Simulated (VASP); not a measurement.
A run of VASP 6.6.1 is set up as follows.

Contents of INCAR:

```
PREC = Accurate
ENCUT = 500
EDIFF = 1E-6
ISMEAR = 0
SIGMA = 0.15
LREAL = False
LASPH = True
NELM = 120
ALGO = Normal
ISIF = 2
LWAVE = False
LCHARG = True
GGA = CA
LELF = True
LVHAR = True
NBANDS = 14
GGA_COMPAT = False
```

KPOINTS

```
regular mesh
0
Gamma
  8 8 8
```

Contents of POSCAR:

```
Al
1.0
    3.9836179013      0.0000000000      0.0000000000
    0.0000000000     -3.9836179013      0.0000000000
    0.0000000000      0.0000000000     -3.9836179013
Al
4
Direct
    0.0000000000      0.5000000000      0.5000000000
    0.5000000000      0.0000000000      0.5000000000
    0.5000000000      0.5000000000      0.0000000000
    0.0000000000      0.0000000000      0.0000000000
```

Potentials or basis: VASP PAW LDA potentials, release 64 (Al).

Run with:

```sh
$ cat potpaw_LDA.64/Al/POTCAR > POTCAR
$ mpirun -np 1 vasp_std > vasp.out
```

Problem. Predict the band gap on the k mesh.

Solution. Zero (bands 6 and 7 overlap by 5.70 eV).

Problem. Estimate the pressure.

Solution. 0.4 GPa.
